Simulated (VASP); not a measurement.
Set up this calculation in VASP 6.6.1, as the native input.

* Task: single point
* Functional: PBE
* Potentials or basis: VASP PAW PBE potentials, release 64 (C, O, H)
* Cutoff: 520 eV
* k mesh: 1 × 1 × 1
* Occupations: fermi-dirac, width 0.05 eV
* Spin: no spin polarisation
* Dipole correction: no
* Further INCAR settings: LREAL = Auto; ALGO = Normal; EDIFF = 1e-06; NBANDS = 59

The structure of H28C6O3 lies in POSCAR:

```
H28C6O3
1.0
    6.3430410000     -0.0991780000      0.1367870000
   -0.0991780000      6.3317260000      0.0704980000
    0.1367870000      0.0704980000      6.2491330000
C O H
6 3 28
Direct
    0.2917569196      0.3427376863     -0.0324158368
    0.2965481342      0.5609678138      0.0271860051
    0.7486484942      0.3292207382      0.7803618862
    0.6845106786      0.4237777855      0.5552437997
    0.5404353597      0.9887795842      0.3265042503
    0.3959603130      0.9907609952      0.5268716649
    0.2657542876      0.5870844509      0.2524766217
    0.4685203158      0.4183731659      0.5311165629
    0.3469596998      0.7890029453      0.6292420555
    0.1451948951      0.4781796369      0.2964296836
    0.4334787938      0.6541939324     -0.0423440544
    0.1803166109      0.6408680980     -0.0569910878
    0.3128621480      0.3009463037     -0.1926365765
    0.3994709820      0.2394885034      0.0701175831
    0.1255515707      0.2906085210      0.0127439851
    0.4419325965      0.4748194017      0.3830412231
    0.7631017201      0.5801518521      0.5435662931
    0.7574246763      0.3312201991      0.4216334953
    0.8876957541      0.4240179065      0.8521473853
    0.6162735456      0.2995811367      0.8901685913
    0.8364029618      0.1718366968      0.7734955880
    0.4057580374      0.6637615492      0.5657750785
    0.4511577272      1.1083525594      0.6434253918
    0.2712214827      1.0874438313      0.4809047610
    0.5907079127      1.1463367368      0.3049037986
    0.6514305692      0.8722965292      0.3725632989
    0.4441062105      0.9765039960      0.1700732670
    0.0131231305      0.3403421985      0.5184257531
    0.0936961207      0.2650058986      0.4588478438
    0.5449224914     -0.0571913730      0.9186704083
    0.6323231670      0.0260577122      0.9294200322
   -0.2079444060      0.6406717454      0.1179968509
   -0.1666428078      0.6638295243      0.2168294251
    0.9972372251      0.8321844642      0.5849809200
    0.9532784585      0.9029145705      0.6672045911
    0.0432644839     -0.0352429221      1.1410169277
   -0.0389733452      0.0382003285      1.1696883392
```

The input as run:

INCAR

```
ALGO     = Normal         # electronic algorithm
EDIFF    = 1E-6           # SCF threshold, eV
ENCUT    = 520            # plane-wave cutoff, eV
GGA      = PE             # functional
ISIF     = 2              # what is computed and relaxed
ISMEAR   = -1             # smearing method
LASPH    = T              # aspherical terms in the spheres
LCHARG   = T              # write CHGCAR
LELF     = T              # ELF
LREAL    = Auto         
LVHAR    = T            
LWAVE    = F              # write WAVECAR
NBANDS   = 59             # bands
NELM     = 80             # most SCF steps
PREC     = Accurate       # precision mode
SIGMA    = 0.05           # smearing width, eV
```

KPOINTS

```
k-points
0
Gamma
  1 1 1
```

Potentials or basis: VASP PAW PBE potentials, release 64 (C, O, H).

Launch:

```sh
$ cat potpaw_PBE.64/C/POTCAR potpaw_PBE.64/O/POTCAR potpaw_PBE.64/H/POTCAR > POTCAR
$ mpirun -np 1 vasp_gam > vasp.out
```

It gave:

- Pressure: 6.7 GPa
- Largest force: 4.421 eV/Å
- Band gap on the k mesh: 5.23 eV

Caveat: the k points lie up to 1.01 Å⁻¹ apart.

Wall time 34 s on 1 thread of Intel(R) Xeon(R) 6975P-C (Granite Rapids), on a shared host, peak memory 0.31 GiB.
